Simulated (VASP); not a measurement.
Set up this calculation in VASP 6.6.1, as the native input.

```yaml
Task: single point
Functional: PBE
Potentials_or_basis: VASP PAW PBE potentials, release 64 (Ta_pv, Si)
Cutoff: 520 eV
k_mesh: 9 × 9 × 6
Occupations: gaussian, width 0.15 eV
Spin: no spin polarisation
Dipole_correction: no
Further_INCAR_settings: ALGO = Normal; EDIFF = 1e-07; NBANDS = 38
```

The structure of TaSi2 lies in POSCAR:

```
TaSi2
1.0
    4.8060235202      0.0000000000      0.0000000000
   -2.4030117601      4.1621384597      0.0000000000
    0.0000000000      0.0000000000      6.5995345254
Ta Si
3 6
Direct
    0.5000000000      0.0000000000      0.0000000000
    0.5000000000      0.5000000000      0.6666666667
    0.0000000000      0.5000000000      0.3333333333
    0.1589152396      0.3178304793      0.0000000000
    0.8410847604      0.1589152396      0.6666666667
    0.6821695207      0.8410847604      0.3333333333
    0.8410847604      0.6821695207      0.0000000000
    0.1589152396      0.8410847604      0.6666666667
    0.3178304793      0.1589152396      0.3333333333
```

These files were run (other wordings do the same):

INCAR

```
SYSTEM = TaSi2
ALGO = Normal
EDIFF = 1E-7
ENCUT = 520
GGA = PE
ISIF = 2
ISMEAR = 0
LASPH = .TRUE.
LCHARG = .TRUE.
LELF = .TRUE.
LREAL = .FALSE.
LVHAR = .TRUE.
LWAVE = .FALSE.
NBANDS = 38
NELM = 80
PREC = Accurate
SIGMA = 0.15
```

KPOINTS

```
k-points
0
G
  9 9 6
  0 0 0
```

Potentials or basis: VASP PAW PBE potentials, release 64 (Ta_pv, Si).

The run is started by

```console
$ cat potpaw_PBE.64/Ta_pv/POTCAR potpaw_PBE.64/Si/POTCAR > POTCAR
$ mpirun -np 1 vasp_std > vasp.out
```

It gave:

- Pressure: 0.0 GPa
- Largest force: 0.006 eV/Å

Run time: 2.6 min on 1 thread of Intel(R) Xeon(R) Platinum 8375C CPU @ 2.90GHz (Ice Lake), with other jobs on the host, peak memory 0.35 GiB.
